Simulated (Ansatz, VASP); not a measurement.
Co in VASP and in Ansatz

Contents of INCAR:

```
SYSTEM = Co
PREC = Accurate
ENCUT = 520
EDIFF = 1E-7
ISMEAR = -1
SIGMA = 0.05
LREAL = .FALSE.
LASPH = .TRUE.
NELM = 150
ALGO = Normal
ISIF = 2
LWAVE = .FALSE.
LCHARG = .FALSE.
ISPIN = 2
MAGMOM = 1.653 1.653 1.672 1.672
LORBIT = 11
LMAXMIX = 4
GGA = PS
NBANDS = 30
```

File KPOINTS:

```
regular mesh
0
G
  16 16 5
  0 0 0
```

File POSCAR:

```
Co
1.0
    2.5493646058      0.0000000000      0.0000000000
   -1.2746823029      2.2078145121      0.0000000000
    0.0000000000      0.0000000000      8.2612949683
Co
4
Direct
    0.0000000000      0.0000000000      1.0000000000
    0.0000000000      0.0000000000      0.5000000000
    0.3333333333      0.6666666667      0.2500000000
    0.6666666667      0.3333333333      0.7500000000
```

Input for Ansatz:

```yaml
crystal:
  lattice:
    - [2.5493646058, 0.0, 0.0]
    - [-1.2746823029, 2.2078145121, 0.0]
    - [0.0, 0.0, 8.2612949683]
  atoms:
    - { symbol: Co, position: [0.0, 0.0, 1.0], spin: 1.653 }
    - { symbol: Co, position: [0.0, 0.0, 0.5], spin: 1.653 }
    - { symbol: Co, position: [0.3333333333, 0.6666666667, 0.25], spin: 1.672 }
    - { symbol: Co, position: [0.6666666667, 0.3333333333, 0.75], spin: 1.672 }
hamiltonian:
  xc: pbesol
  pseudopotentials:
    kind: paw
    azcp:
      Co: "pseudopotentials/Co.paw.azcp"
basis:
  ecutwfc: 420
  fft_grid_basis: typed
kpoints:
  mp_grid: { grid: [16, 16, 5], shift: [0, 0, 0] }
magnetization:
  spin_polarized: true
scf:
  occupations: { method: fermi_dirac, width: 0.05 }
  lower_state_search: "off"
output:
  stress: true
  write_density: true
  write_potential: true
  elf: true
  volumetric_format: npy
```

Alike in both runs: task single point; functional PBEsol; k mesh 16 × 16 × 5; occupations fermi-dirac, width 0.05 eV; collinear spin.

```csv
,VASP,Ansatz
version,VASP 6.6.1,Ansatz 0.2.0
potentials or method,"VASP PAW PBE potentials, release 64 (Co), cutoff 520 eV","plane waves (420 eV) with PAW, scalar-relativistic"
valence electrons in the cell,36,68
```

```tsv
	VASP	Ansatz	Ansatz less VASP
pressure (GPa)	-21.1	-20.7	+0.39
traceless stress, the component that is largest in VASP (GPa)	-0.26	-0.18	+0.077
net moment per atom (μB)	1.68	1.69	+0.013
size of the moment on the site where the two differ most (μB)	1.71	1.77	+0.060
```

VASP's potentials were made for PBE, not for PBEsol, and Ansatz warns of the same on its side. Site moments also hang on the region over which each program counts them. VASP's potentials hold 36 valence electrons a cell and Ansatz's 68, so a difference there can come from the potentials and not from the codes.
